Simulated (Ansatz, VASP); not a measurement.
## Two plane-wave programs on Lu

INCAR

```
SYSTEM = Lu
PREC     = Accurate       ! precision mode
ENCUT    = 520            ! plane-wave cutoff, eV
EDIFF    = 1E-8           ! SCF threshold, eV
ISMEAR   = -1             ! smearing method
SIGMA    = 0.03           ! smearing width, eV
LREAL    = .False.        ! projectors in reciprocal space
LASPH    = .True.         ! aspherical terms in the spheres
NELM     = 100            ! most SCF steps
ALGO     = Normal         ! electronic algorithm
ISIF     = 2              ! what is computed and relaxed
LWAVE    = .False.        ! write WAVECAR
LCHARG   = .False.        ! write CHGCAR
GGA      = PE             ! functional
LEFG     = .True.       
NBANDS   = 32             ! bands
```

File KPOINTS:

```
Automatic mesh
0
Gamma
  13 13 8
  0 0 0
```

File POSCAR:

```
Lu
1.0
    3.4804025462      0.0000000000      0.0000000000
   -1.7402012731      3.0141170205      0.0000000000
    0.0000000000      0.0000000000      5.5198196370
Lu
2
Direct
    0.3333333333      0.6666666667      0.2500000000
    0.6666666667      0.3333333333      0.7500000000
```

Input for Ansatz:

```yaml
crystal:
  lattice:
    - [3.4804025462, 0.0, 0.0]
    - [-1.7402012731, 3.0141170205, 0.0]
    - [0.0, 0.0, 5.519819637]
  atoms:
    - { symbol: Lu, position: [0.3333333333, 0.6666666667, 0.25] }
    - { symbol: Lu, position: [0.6666666667, 0.3333333333, 0.75] }
kpoints:
  mp_grid: { grid: [13, 13, 8] }
scf:
  occupations: { method: fermi_dirac, width: 0.03 }
hamiltonian:
  xc: pbe
  pseudopotentials: { kind: paw }
output:
  forces: true
  stress: true
  eigenvalues: true
  efg: { contact_densities: true }
```

Change from the starting cell: volume scaled by 0.975, PAW files.

Alike in both runs: task electric field gradients; functional PBE; k mesh 13 × 13 × 8; occupations fermi-dirac, width 0.03 eV; no spin polarisation.

|  | VASP | Ansatz |
| --- | --- | --- |
| version | VASP 6.6.1 | Ansatz 0.2.0 |
| potentials or method | VASP PAW PBE potentials, release 64 (Lu) | PAW with Ansatz's default frozen-core files, scalar-relativistic |
| plane-wave cutoff (eV) | 520 | 420 |
| valence electrons in the cell | 50 | 50 |

|  | VASP | Ansatz | Ansatz less VASP |
| --- | --- | --- | --- |
| pressure (GPa) | 0.4 | 0.2 | -0.14 |
| traceless stress, the component that is largest in VASP (GPa) | -0.84 | -0.84 | 0.000 |
| size of Vzz on the site where it differs most (V/Å²) | 59.3 | 50.8 | -8.52 |

Neither program's run includes spin-orbit coupling.
